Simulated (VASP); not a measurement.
# MgO (d3) (Fm-3m) in VASP: single point with PBE+D3(BJ)

Aim: the single point of MgO (d3) with PBE+D3(BJ).

Everything below comes from runs of VASP 6.6.1. Logs are shortened: lines on timing, memory, paths and dates and some standing lists are left out, and cuts for length are marked.

**Experimental background.**

From “Electronic structure of alkaline earth and post-transition metal oxides”, 2009, arxiv:0908.1581, for a bulk crystal of MgO: band gap 7.83 eV.

The runs below are set against these values where they give the same quantity.

## (1) The cell of the first run

It takes space group Fm-3m (No. 225, cubic). Conventional cell: a = 4.208 Å, b = 4.208 Å, c = 4.208 Å, α = 90.00°, β = 90.00°, γ = 90.00°. Within 2.8 Å of Mg (site symmetry m-3m) lie 6 O at 2.10 Å. Within 2.8 Å of O (site symmetry m-3m) lie 6 Mg at 2.10 Å.

## (2) Single point, PBE+D3(BJ)

INCAR

```
SYSTEM = MgO
  PREC = Accurate
  ENCUT = 600
  EDIFF = 1E-6
  ISMEAR = 0
  SIGMA = 0.02
  LREAL = .FALSE.
  LASPH = .TRUE.
  NELM = 120
  ALGO = Normal
  ISIF = 2
  LWAVE = .FALSE.
  LCHARG = .FALSE.
  GGA = PE
  IVDW = 12
  NBANDS = 11
  GGA_COMPAT = .FALSE.
```

KPOINTS

```
regular mesh
0
G
  10 10 10
  0 0 0
```

POSCAR

```
MgO
1.0
    0.0000000000      2.1041969110      2.1041969110
    2.1041969110      0.0000000000      2.1041969110
    2.1041969110      2.1041969110      0.0000000000
Mg O
1 1
Direct
    0.0000000000      0.0000000000      0.0000000000
    0.5000000000      0.5000000000      0.5000000000
```

Potentials or basis: VASP PAW PBE potentials, release 64 (Mg, O).

The run is started by

```bash
$ cat potpaw_PBE.64/Mg/POTCAR potpaw_PBE.64/O/POTCAR > POTCAR
$ mpirun -np 1 vasp_std > vasp.out
```

OUTCAR:

```text
SYSTEM = MgO
   PREC = Accurate
   ENCUT = 600
   EDIFF = 1E-6
   ISMEAR = 0
   LREAL = .FALSE.
   LASPH = .TRUE.
   NELM = 120
   ISIF = 2
   GGA = PE
   IVDW = 12
 IVDW          = 12

 ion  position               nearest neighbor table
   1  0.000  0.000  0.000-   2 2.10   2 2.10   2 2.10   2 2.10   2 2.10   2 2.10
   2  0.500  0.500  0.500-   1 2.10   1 2.10   1 2.10   1 2.10   1 2.10   1 2.10

  LATTYP: Found a face centered cubic cell.
 ALAT       =     4.2083938220

  Lattice vectors:

 A1 = (   0.0000000000,   2.1041969110,   2.1041969110)
 A2 = (   2.1041969110,   0.0000000000,   2.1041969110)
 A3 = (   2.1041969110,   2.1041969110,   0.0000000000)

Analysis of symmetry for initial positions (statically):
=====================================================================
 Subroutine PRICEL returns:
 Original cell was already a primitive cell.

 Routine SETGRP: Setting up the symmetry group for a
 face centered cubic supercell.

 Subroutine GETGRP returns: Found 48 space group operations
 (whereof 48 operations were pure point group operations)
 out of a pool of 48 trial point group operations.

The static configuration has the point symmetry O_h .

Analysis of symmetry for dynamics (positions and initial velocities):
=====================================================================
 Subroutine PRICEL returns:
 Original cell was already a primitive cell.

 Routine SETGRP: Setting up the symmetry group for a
 face centered cubic supercell.

 Subroutine GETGRP returns: Found 48 space group operations
 (whereof 48 operations were pure point group operations)
 out of a pool of 48 trial point group operations.

The dynamic configuration has the point symmetry O_h .

 Subroutine INISYM returns: Found 48 space group operations
 (whereof 48 operations are pure point group operations),
 and found     1 'primitive' translations

----------------------------------------------------------------------------------------

                                     Primitive cell

  volume of cell :      18.6333

  direct lattice vectors                    reciprocal lattice vectors
     0.000000000  2.104196911  2.104196911    -0.237620347  0.237620347  0.237620347
     2.104196911  0.000000000  2.104196911     0.237620347 -0.237620347  0.237620347
     2.104196911  2.104196911  0.000000000     0.237620347  0.237620347 -0.237620347

  length of vectors
     2.975783809  2.975783809  2.975783809     0.411570514  0.411570514  0.411570514

  position of ions in fractional coordinates (direct lattice)
     0.000000000  0.000000000  0.000000000
     0.500000000  0.500000000  0.500000000

  ion indices of the primitive-cell ions
[... 87 lines left out ...]
   NUPDOWN=      -1.0000    fix difference up-down
   EMIN   =  10.00;   EMAX   =-10.00  energy-range for DOS
   EFERMI =   0.00;   METHOD = LEGACY
   ISMEAR =     0;   SIGMA  =   0.02  broadening in eV -4-tet -1-fermi 0-gaus
   EFERMI_NEDOS =   21; number of points for ismear=-14 and -15
   IALGO  =     38    algorithm
   IMIX   =      4    mixing-type and parameters
     AMIX     =   0.40;   BMIX     =  1.00
     AMIX_MAG =   1.60;   BMIX_MAG =  1.00
  volume/ion in A,a.u.               =       9.32        62.87
  Fermi-wavevector in a.u.,A,eV,Ry     =   1.235023  2.333855 20.752726  1.525282
  Thomas-Fermi vector in A             =   2.369690
   LORBIT       =      0    0 simple, 1 ext, 2 COOP (PROOUT), +10 PAW based schemes
   GGA     = PE    functional components
   LHFCALC =     F    Hartree Fock is set to
   AEXX    =    0.0000 exact exchange contribution
   IVDW    =    12    specifies the selected vdW correction
   LEPSILON=     F    determine dielectric tensor
   LRPA    =     F    only Hartree local field effects (RPA)
 non-spin polarized calculation
 Gauss-broadening in eV      SIGMA  =   0.02
  energy-cutoff  :      600.00
  volume of cell :       18.63
 maximum number of plane-waves:       636
   NGX = 11   NGY = 11   NGZ = 11

 number of electron       8.0000005 magnetization

 Free energy of the ion-electron system (eV)
  ---------------------------------------------------
  ext. energy  EPLUGINS =         0.00000000
  ---------------------------------------------------
  free energy    TOTEN  =       -11.90762791 eV

  energy without entropy =      -11.90762791  energy(sigma->0) =      -11.90762791

 E-fermi :   3.3273     XC(G=0): -11.0906

 val. band max:        3.2046606429   @ k =   0.0000   0.0000   0.0000
 cond. band min:       7.9578577508   @ k =   0.0000   0.0000   0.0000
 fundamental gap:      4.7531971079
 Fermi energy:         3.3272605769

 k-point     1 :       0.0000    0.0000    0.0000
  band No.  band energies     occupation
      1     -14.0712      2.00000
      2       3.2047      2.00000
      3       3.2047      2.00000
      4       3.2047      2.00000
      5       7.9579      0.00000
      6      19.0217      0.00000
      7      19.0217      0.00000
      8      19.0217      0.00000
      9      22.9441      0.00000
     10      24.7227      0.00000
     11      24.7227      0.00000
[... 309 lines left out ...]
 k-point    24 :       0.4000    0.3000    0.0000
  band No.  band energies     occupation
      1     -12.8280      2.00000
      2      -0.3786      2.00000
      3       1.8982      2.00000
      4       2.1176      2.00000
      5      12.8034      0.00000
      6      13.3956      0.00000
      7      16.8361      0.00000
      8      21.4185      0.00000
      9      21.6252      0.00000
     10      28.1259      0.00000
     11      30.2354      0.00000

 [... further k-points ...]

------------------------ aborting loop because EDIFF is reached ----------------------------------------

 Edisp (eV)   -0.58780

 E8    (eV) :    -0.2302

  FORCE on cell =-STRESS in cart. coord.  units (eV):
  Direction    XX          YY          ZZ          XY          YZ          ZX
  --------------------------------------------------------------------------------------
  -------------------------------------------------------------------------------------
  Total      -0.12459    -0.12459    -0.12459     0.00000     0.00000    -0.00000
  in kB     -10.71257   -10.71257   -10.71257     0.00000     0.00000    -0.00000
  external pressure =      -10.71 kB  Pullay stress =        0.00 kB

 VOLUME and BASIS-vectors are now :
 -----------------------------------------------------------------------------
  energy-cutoff  :      600.00
  volume of cell :       18.63
      direct lattice vectors                 reciprocal lattice vectors
     0.000000000  2.104196911  2.104196911    -0.237620347  0.237620347  0.237620347
     2.104196911  0.000000000  2.104196911     0.237620347 -0.237620347  0.237620347
     2.104196911  2.104196911  0.000000000     0.237620347  0.237620347 -0.237620347

 POSITION                                       TOTAL-FORCE (eV/Angst)
 -----------------------------------------------------------------------------------
      0.00000      0.00000      0.00000        -0.000000     -0.000000     -0.000000
      2.10420      2.10420      2.10420         0.000000      0.000000      0.000000
 -----------------------------------------------------------------------------------
    total drift:                               -0.000000     -0.000000      0.000000

  FREE ENERGIE OF THE ION-ELECTRON SYSTEM (eV)
  ---------------------------------------------------
  free  energy   TOTEN  =       -12.4954230822 eV

  energy  without entropy=      -12.4954230822  energy(sigma->0) =      -12.49542308
```

OSZICAR:

```text
N       E                     dE             d eps       ncg     rms          rms(c)
DAV:   1     0.188991393968E+02    0.18899E+02   -0.50980E+03  1138   0.736E+02
DAV:   2    -0.126520421986E+02   -0.31551E+02   -0.30709E+02  1179   0.145E+02
DAV:   3    -0.134643374438E+02   -0.81230E+00   -0.81165E+00  1240   0.210E+01
DAV:   4    -0.134664373705E+02   -0.20999E-02   -0.20999E-02  1118   0.119E+00
DAV:   5    -0.134664441183E+02   -0.67477E-05   -0.67478E-05  1211   0.660E-02    0.722E+00
DAV:   6    -0.119243773765E+02    0.15421E+01   -0.87464E+00  1076   0.163E+01    0.222E+00
DAV:   7    -0.119133386757E+02    0.11039E-01   -0.60513E-02  1127   0.216E+00    0.135E+00
DAV:   8    -0.119080918867E+02    0.52468E-02   -0.28728E-02  1082   0.192E+00    0.249E-01
DAV:   9    -0.119076503925E+02    0.44149E-03   -0.70898E-04  1172   0.184E-01    0.137E-01
DAV:  10    -0.119076259040E+02    0.24488E-04   -0.60232E-04  1145   0.181E-01    0.105E-02
DAV:  11    -0.119076280740E+02   -0.21700E-05   -0.29693E-06  1178   0.152E-02    0.585E-03
DAV:  12    -0.119076279111E+02    0.16286E-06   -0.71582E-07   652   0.657E-03
   1 F= -.12495423E+02 E0= -.12495423E+02  d E =-.162218E-20
```

Wall time 3.9 s (1 thread of Intel Xeon 6975P-C (Granite Rapids), shared host); peak memory 0.15 GiB.

Results:

* Free energy: -12.4954 eV
* Pressure: -1.1 GPa
* Band gap on the k mesh: 4.75 eV, direct
* Dispersion energy per atom: -0.294 eV

## (3) Comparison with measurements

Step 2. Measured gap of MgO: 7.83 eV (quoted in “Electronic structure of alkaline earth and post-transition metal oxides”, 2009, arxiv:0908.1581). This calculation gives 4.75 eV (-3.08 eV). The value is that of PBE+D3(BJ), without temperature or zero-point motion. Semilocal functionals fall short of measured gaps as a rule.
